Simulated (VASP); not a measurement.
# WS (F-43m) in VASP: single point with PBE+U

Aim: the single point of WS with PBE+U.

Everything below comes from runs of VASP 6.6.1. Logs are shortened: lines on timing, memory, paths and dates and some standing lists are left out, and cuts for length are marked.

## 1. The cell of the first run

Symmetry: F-43m, No. 216, cubic system. The conventional cell has a = 5.334 Å, b = 5.334 Å, c = 5.334 Å, α = 90.00°, β = 90.00°, γ = 90.00°. W (site symmetry -43m) has 4 S at 2.31 Å within 3.1 Å. S (site symmetry -43m) has 4 W at 2.31 Å within 3.1 Å.

## 2. Single point, PBE+U, collinear spin

INCAR reads:

```
SYSTEM = WS
  ALGO = Normal
  EDIFF = 1E-6
  ENCUT = 520
  GGA = PE
  ISIF = 2
  ISMEAR = 0
  ISPIN = 2
  LASPH = .TRUE.
  LCHARG = .TRUE.
  LDAU = .TRUE.
  LDAUJ = 0 0
  LDAUL = 2 -1
  LDAUPRINT = 1
  LDAUTYPE = 2
  LDAUU = 4 0
  LELF = .TRUE.
  LMAXMIX = 4
  LORBIT = 11
  LREAL = .FALSE.
  LVHAR = .TRUE.
  LWAVE = .FALSE.
  MAGMOM = 2.5 0
  NBANDS = 21
  NELM = 150
  PREC = Accurate
  SIGMA = 0.05
```

KPOINTS reads:

```
k-points
0
G
  14 14 14
  0 0 0
```

POSCAR reads:

```
WS
1.0
    0.0000000000      2.6669566061      2.6669566061
    2.6669566061      0.0000000000      2.6669566061
    2.6669566061      2.6669566061      0.0000000000
W S
1 1
Direct
    0.0000000000      0.0000000000      0.0000000000
    0.2500000000      0.2500000000      0.2500000000
```

Potentials or basis: VASP PAW PBE potentials, release 64 (W_sv, S).

Command:

```console
$ cat potpaw_PBE.64/W_sv/POTCAR potpaw_PBE.64/S/POTCAR > POTCAR
$ mpirun -np 1 vasp_std > vasp.out
```

OUTCAR:

```text
SYSTEM = WS
   EDIFF = 1E-6
   ENCUT = 520
   GGA = PE
   ISIF = 2
   ISMEAR = 0
   ISPIN = 2
   LASPH = .TRUE.
   LORBIT = 11
   LREAL = .FALSE.
   NELM = 150
   PREC = Accurate

 ion  position               nearest neighbor table
   1  0.000  0.000  0.000-   2 2.31   2 2.31   2 2.31   2 2.31
   2  0.250  0.250  0.250-   1 2.31   1 2.31   1 2.31   1 2.31

  LATTYP: Found a face centered cubic cell.
 ALAT       =     5.3339132122

  Lattice vectors:

 A1 = (   0.0000000000,   2.6669566061,   2.6669566061)
 A2 = (   2.6669566061,   0.0000000000,   2.6669566061)
 A3 = (   2.6669566061,   2.6669566061,   0.0000000000)

Analysis of symmetry for initial positions (statically):
=====================================================================
 Subroutine PRICEL returns:
 Original cell was already a primitive cell.

 Routine SETGRP: Setting up the symmetry group for a
 face centered cubic supercell.

 Subroutine GETGRP returns: Found 24 space group operations
 (whereof 24 operations were pure point group operations)
 out of a pool of 48 trial point group operations.

The static configuration has the point symmetry T_d .

Analysis of symmetry for dynamics (positions and initial velocities):
=====================================================================
 Subroutine PRICEL returns:
 Original cell was already a primitive cell.

 Routine SETGRP: Setting up the symmetry group for a
 face centered cubic supercell.

 Subroutine GETGRP returns: Found 24 space group operations
 (whereof 24 operations were pure point group operations)
 out of a pool of 48 trial point group operations.

The dynamic configuration has the point symmetry T_d .

Analysis of structural, dynamic, and magnetic symmetry:
=====================================================================
 Subroutine PRICEL returns:
 Original cell was already a primitive cell.

 Routine SETGRP: Setting up the symmetry group for a
 face centered cubic supercell.

 Subroutine GETGRP returns: Found 24 space group operations
 (whereof 24 operations were pure point group operations)
 out of a pool of 48 trial point group operations.

The overall configuration has the point symmetry T_d .

 Subroutine INISYM returns: Found 24 space group operations
 (whereof 24 operations are pure point group operations),
 and found     1 'primitive' translations

----------------------------------------------------------------------------------------

                                     Primitive cell

  volume of cell :      37.9383

  direct lattice vectors                    reciprocal lattice vectors
     0.000000000  2.666956606  2.666956606    -0.187479616  0.187479616  0.187479616
     2.666956606  0.000000000  2.666956606     0.187479616 -0.187479616  0.187479616
     2.666956606  2.666956606  0.000000000     0.187479616  0.187479616 -0.187479616

  length of vectors
     3.771646203  3.771646203  3.771646203     0.324724220  0.324724220  0.324724220

  position of ions in fractional coordinates (direct lattice)
     0.000000000  0.000000000  0.000000000
     0.250000000  0.250000000  0.250000000

  ion indices of the primitive-cell ions
   primitive index   ion index
                 1           1
                 2           2

----------------------------------------------------------------------------------------

 KPOINTS: k-points

Automatic generation of k-mesh.
 Grid dimensions read from file:
 generate k-points for:   14   14   14

 Generating k-lattice:

[... 60 lines left out ...]
   NELM   =    150;   NELMIN=  2; NELMDL= -5     # of ELM steps
   EDIFF  = 0.1E-05   stopping-criterion for ELM
   LREAL  =      F    real-space projection
   EDIFFG = 0.1E-04   stopping-criterion for IOM
   NSW    =      0    number of steps for IOM
   IBRION =     -1    ionic relax: 0-MD 1-quasi-New 2-CG
   NFREE  =      0    steps in history (QN), initial steepest desc. (CG)
   ISIF   =      2    stress and relaxation
   ISYM   =      2    0-nonsym 1-usesym 2-fastsym
   POTIM  = 0.5000    time-step for ionic-motion
   TEBEG  =    0.0;   TEEND  =   0.0 temperature during run
   PSTRESS=    0.0 pullay stress
   NELECT =      20.0000    total number of electrons
   NUPDOWN=      -1.0000    fix difference up-down
   EMIN   =  10.00;   EMAX   =-10.00  energy-range for DOS
   EFERMI =   0.00;   METHOD = LEGACY
   ISMEAR =     0;   SIGMA  =   0.05  broadening in eV -4-tet -1-fermi 0-gaus
   EFERMI_NEDOS =   21; number of points for ismear=-14 and -15
   IALGO  =     38    algorithm
   IMIX   =      4    mixing-type and parameters
     AMIX     =   0.40;   BMIX     =  1.00
     AMIX_MAG =   1.60;   BMIX_MAG =  1.00
  volume/ion in A,a.u.               =      18.97       128.01
  Fermi-wavevector in a.u.,A,eV,Ry     =   1.322489  2.499143 23.796295  1.748978
  Thomas-Fermi vector in A             =   2.452167
   LORBIT       =     11    0 simple, 1 ext, 2 COOP (PROOUT), +10 PAW based schemes
 LDA+U is selected, type is set to LDAUTYPE =  2
   angular momentum for each species LDAUL =     2   -1
   U (eV)           for each species LDAUU =   4.0  0.0
   J (eV)           for each species LDAUJ =   0.0  0.0
   GGA     = PE    functional components
   LHFCALC =     F    Hartree Fock is set to
   AEXX    =    0.0000 exact exchange contribution
   IVDW    =     0    specifies the selected vdW correction
   LEPSILON=     F    determine dielectric tensor
   LRPA    =     F    only Hartree local field effects (RPA)
 spin polarized calculation
 Gauss-broadening in eV      SIGMA  =   0.05
  energy-cutoff  :      520.00
  volume of cell :       37.94
 maximum number of plane-waves:      1034
   NGX = 13   NGY = 13   NGZ = 13

atom =   1  type =  1  l = 2

 onsite density matrix

spin component  1

  0.3427 -0.0000  0.0000 -0.0000  0.0000
 -0.0000  0.3427 -0.0000  0.0000  0.0000
  0.0000 -0.0000  0.6735 -0.0000  0.0000
 -0.0000  0.0000 -0.0000  0.3427  0.0000
  0.0000  0.0000  0.0000  0.0000  0.6735

spin component  2

  0.2849 -0.0000  0.0000 -0.0000  0.0000
 -0.0000  0.2849 -0.0000  0.0000  0.0000
  0.0000 -0.0000  0.1542 -0.0000  0.0000
 -0.0000  0.0000 -0.0000  0.2849  0.0000
  0.0000  0.0000  0.0000  0.0000  0.1542

 occupancies and eigenvectors

  o =  0.1542  v =  0.0000  0.0000  0.0000  0.0000  0.0000  0.0000 -0.0000  0.9995  0.0000  0.0311      0.0000  0.0000  0.0000  0.0000  0.0000  0.0000  0.0000  0.0000  0.0000  0.0000
  o =  0.1542  v =  0.0000  0.0000  0.0000  0.0000  0.0000  0.0000 -0.0000 -0.0311 -0.0000  0.9995      0.0000  0.0000  0.0000  0.0000  0.0000  0.0000  0.0000  0.0000  0.0000  0.0000
  o =  0.2849  v =  0.0000  0.0000  0.0000  0.0000  0.0000  1.0000  0.0000  0.0000  0.0000  0.0000      0.0000  0.0000  0.0000  0.0000  0.0000  0.0000  0.0000  0.0000  0.0000  0.0000
  o =  0.2849  v =  0.0000  0.0000  0.0000  0.0000  0.0000  0.0000  0.2788  0.0000  0.9603  0.0000      0.0000  0.0000  0.0000  0.0000  0.0000  0.0000  0.0000  0.0000  0.0000  0.0000
  o =  0.2849  v =  0.0000  0.0000  0.0000  0.0000  0.0000  0.0000  0.9603  0.0000 -0.2788  0.0000      0.0000  0.0000  0.0000  0.0000  0.0000  0.0000  0.0000  0.0000  0.0000  0.0000
  o =  0.3427  v =  1.0000  0.0000  0.0000  0.0000  0.0000  0.0000  0.0000  0.0000  0.0000  0.0000      0.0000  0.0000  0.0000  0.0000  0.0000  0.0000  0.0000  0.0000  0.0000  0.0000
  o =  0.3427  v =  0.0000 -0.2434 -0.0000 -0.9699  0.0000  0.0000  0.0000  0.0000  0.0000  0.0000      0.0000  0.0000  0.0000  0.0000  0.0000  0.0000  0.0000  0.0000  0.0000  0.0000
  o =  0.3427  v =  0.0000  0.9699 -0.0000 -0.2434  0.0000  0.0000  0.0000  0.0000  0.0000  0.0000      0.0000  0.0000  0.0000  0.0000  0.0000  0.0000  0.0000  0.0000  0.0000  0.0000
  o =  0.6735  v =  0.0000 -0.0000 -0.9994  0.0000 -0.0341  0.0000  0.0000  0.0000  0.0000  0.0000      0.0000  0.0000  0.0000  0.0000  0.0000  0.0000  0.0000  0.0000  0.0000  0.0000
  o =  0.6735  v =  0.0000 -0.0000 -0.0341  0.0000  0.9994  0.0000  0.0000  0.0000  0.0000  0.0000      0.0000  0.0000  0.0000  0.0000  0.0000  0.0000  0.0000  0.0000  0.0000  0.0000

 number of electron      20.0000001 magnetization       1.4678934

 Free energy of the ion-electron system (eV)
  ---------------------------------------------------
  ext. energy  EPLUGINS =         0.00000000
  ---------------------------------------------------
  free energy    TOTEN  =       -11.86675551 eV

  energy without entropy =      -11.86488134  energy(sigma->0) =      -11.86581843

 E-fermi :   8.2417     XC(G=0): -11.0767

 val. band max:        8.2336454380   @ k =  -0.4286   0.4286   0.0000
 cond. band min:       8.2441289693   @ k =  -0.3571   0.3571   0.0714
 fundamental gap:      0.0104835313
 Fermi energy:         8.2416871836

 spin component 1

 k-point     1 :       0.0000    0.0000    0.0000
  band No.  band energies     occupation
      1     -66.7294      1.00000
      2     -31.0953      1.00000
      3     -31.0953      1.00000
      4     -31.0953      1.00000
      5      -7.9073      1.00000
      6       1.7943      1.00000
[... 1145 lines left out ...]
     20      23.0284      0.00000
     21      25.1990      0.00000

 [... further k-points ...]

------------------------ aborting loop because EDIFF is reached ----------------------------------------

  FORCE on cell =-STRESS in cart. coord.  units (eV):
  Direction    XX          YY          ZZ          XY          YZ          ZX
  --------------------------------------------------------------------------------------
  -------------------------------------------------------------------------------------
  Total        2.2776219      2.2776219      2.2776219     -0.0000000      0.0000000     -0.0000000
  in kB       96.1865547     96.1865547     96.1865547     -0.0000000      0.0000000     -0.0000000
  external PRESSURE =      96.1865547 kB  Pullay stress =       0.0000000 kB

 VOLUME and BASIS-vectors are now :
 -----------------------------------------------------------------------------
  energy-cutoff  :      520.00
  volume of cell :       37.94
      direct lattice vectors                 reciprocal lattice vectors
     0.000000000  2.666956606  2.666956606    -0.187479616  0.187479616  0.187479616
     2.666956606  0.000000000  2.666956606     0.187479616 -0.187479616  0.187479616
     2.666956606  2.666956606  0.000000000     0.187479616  0.187479616 -0.187479616

 POSITION                                       TOTAL-FORCE (eV/Angst)
 -----------------------------------------------------------------------------------
      0.00000      0.00000      0.00000        -0.000000     -0.000000     -0.000000
      1.33348      1.33348      1.33348         0.000000      0.000000      0.000000
 -----------------------------------------------------------------------------------
    total drift:                               -0.000000     -0.000000     -0.000000

  FREE ENERGIE OF THE ION-ELECTRON SYSTEM (eV)
  ---------------------------------------------------
  free  energy   TOTEN  =       -11.8667555123 eV

  energy  without entropy=      -11.8648813426  energy(sigma->0) =      -11.86581843

 total charge

# of ion       s       p       d       tot
------------------------------------------
    1        2.336   6.231   3.486  12.053
    2        1.301   2.473   0.000   3.774
--------------------------------------------------
tot          3.638   8.703   3.486  15.827

 magnetization (x)

# of ion       s       p       d       tot
------------------------------------------
    1        0.044   0.022   1.199   1.265
    2       -0.008  -0.036   0.000  -0.044
--------------------------------------------------
tot          0.036  -0.015   1.199   1.220
```

It took 4.3 min on 1 thread of Intel Xeon 8259CL, shared host; peak memory 0.26 GiB.

What came out:

```
Free energy                                           : -11.8668 eV
Pressure                                              : 9.6 GPa
Net moment                                            : 1.47 μB per cell
Site moments                                          : W +1.26; S -0.04 μB
Valence electrons inside the program's atomic spheres : W 12.05; S 3.77
```

Levels at points of the mesh, in eV from the Fermi level:
Spin up:
```tsv
k point	band 7	band 8	band 9	band 10	band 11	band 12	band 13	band 14	band 15	band 16
(0.00, 0.00, 0.00)	-6.45	-6.45	-2.34	-2.34	0.15	4.42	4.42	4.42	7.37	7.37
(0.50, 0.00, 0.00)	-6.13	-6.13	-1.60	-1.60	-0.65	2.01	2.01	2.91	8.21	9.12
(0.50, 0.50, 0.00)	-5.14	-5.14	-2.58	-1.80	-1.11	0.65	0.65	7.37	7.37	9.38
```
Spin down:
```
           k point  band 5  band 6  band 7  band 8  band 9  band 10  band 11  band 12  band 13  band 14
(0.00, 0.00, 0.00)  -16.04   -6.12   -6.12   -6.12    0.41     0.41     0.41     4.81     4.81     4.81
(0.50, 0.00, 0.00)  -15.04   -7.15   -5.64   -5.64    0.02     0.88     0.88     2.50     2.50     3.24
(0.50, 0.50, 0.00)  -14.68   -7.62   -4.95   -4.95   -2.15     0.10     1.36     1.36     2.14     7.93
```

Eigenvalues of the final occupation matrices:
| site | spin | trace | eigenvalues |
| --- | --- | --- | --- |
| site 1 d | 1 | 2.38 | 0.34 0.34 0.34 0.67 0.67 |
| site 1 d | 2 | 1.16 | 0.15 0.15 0.28 0.28 0.28 |

Caveat: the cell stands under pressure; spin-orbit coupling is left out, which moves the levels of the heavy elements.
